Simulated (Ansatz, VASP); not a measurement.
## Two plane-wave programs on NiO2

File INCAR:

```
PREC = Accurate ; ENCUT = 520
EDIFF = 1E-6 ; ISMEAR = 0
SIGMA = 0.05 ; LREAL = False
LASPH = True ; NELM = 80
ALGO = Normal ; ISIF = 2
LWAVE = False ; LCHARG = False
GGA = PS ; NBANDS = 18
```

KPOINTS

```
Automatic mesh
0
Gamma
  12 12 6
```

The input POSCAR:

```
NiO2
1.0
    2.8419904474      0.0000000000      0.0000000000
   -1.4209952237      2.4612359247      0.0000000000
    0.0000000000      0.0000000000      4.7717019612
Ni O
1 2
Direct
    0.0000000000      0.0000000000      0.5000000000
    0.6666666667      0.3333333333      0.6750910825
    0.3333333333      0.6666666667      0.3249089175
```

Input for Ansatz:

```yaml
crystal:
  lattice:
    - [2.8419904474, 0.0, 0.0]
    - [-1.4209952237, 2.4612359247, 0.0]
    - [0.0, 0.0, 4.7717019612]
  atoms:
    - { symbol: Ni, position: [0.0, 0.0, 0.5] }
    - { symbol: O, position: [0.6666666667, 0.3333333333, 0.6750910825] }
    - { symbol: O, position: [0.3333333333, 0.6666666667, 0.3249089175] }
basis:
  ecutwfc: 520.0
kpoints:
  mp_grid: { grid: [12, 12, 6] }
hamiltonian:
  xc: pbesol
scf:
  occupations: { method: gaussian, width: 0.05 }
output:
  forces: true
  stress: true
  eigenvalues: true
```

Alike in both runs: task single point; functional PBEsol; k mesh 12 × 12 × 6; occupations gaussian, width 0.05 eV; no spin polarisation.

|  | VASP | Ansatz |
| --- | --- | --- |
| version | VASP 6.6.1 | Ansatz 0.2.0 |
| potentials or method | VASP PAW PBE potentials, release 64 (Ni, O), cutoff 520 eV | scalar-relativistic, plane waves, PAW |
| valence electrons in the cell | 22 | 30 |

|  | VASP | Ansatz | Ansatz less VASP |
| --- | --- | --- | --- |
| gap on the k mesh at the Fermi level (eV) | 0.89 | 0.91 | +0.020 |
| least direct gap on the mesh (eV) | 1.31 | 1.35 | +0.045 |
| pressure (GPa) | 5.3 | 4.7 | -0.57 |
| traceless stress, the component that is largest in VASP (GPa) | 5.59 | 6.20 | +0.607 |
| rms of the force components (eV/Å) | 0.663 | 0.643 | -0.0205 |

VASP's potentials were made for PBE, not for PBEsol. Atom by atom the forces differ by 0.021 eV/Å (rms over components). The functional is the same, so the differences come from potentials, cutoffs and numerics. VASP's potentials hold 22 valence electrons a cell and Ansatz's 30, so a difference there can come from the potentials and not from the codes.
